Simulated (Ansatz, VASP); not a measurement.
# Two plane-wave programs on Ru

```
CELL_PARAMETERS angstrom
0.00000 1.88289 1.88289
1.88289 0.00000 1.88289
1.88289 1.88289 0.00000
ATOMIC_POSITIONS crystal
Ru 0.00000 0.00000 0.00000
```

Alike in both runs: task relaxation of cell and atoms; functional PBEsol; k mesh 20 × 20 × 20; occupations gaussian, width 0.1 eV; no spin polarisation.

|  | VASP | Ansatz |
| --- | --- | --- |
| version | VASP 6.6.1 | Ansatz 0.2.0 |
| potentials or method | VASP PAW PBE potentials, release 64 (Ru_pv), cutoff 500 eV | scalar-relativistic, plane waves, PAW |
| valence electrons in the cell | 14 | 16 |

```csv
,VASP,Ansatz,Ansatz less VASP
"gap on the k mesh at the Fermi level, each at its own relaxed structure (eV)",none,none,-
relaxed volume (Å³/atom),13.38,13.38,+0.002
relaxed cell length with the largest relative difference (Å),2.665,2.665,+0.0001
```

VASP's potentials were made for PBE, not for PBEsol. A gap of «none» marks a metal or a gap that the smearing closes. VASP's potentials hold 14 valence electrons a cell and Ansatz's 16, so a difference there can come from the potentials and not from the codes.
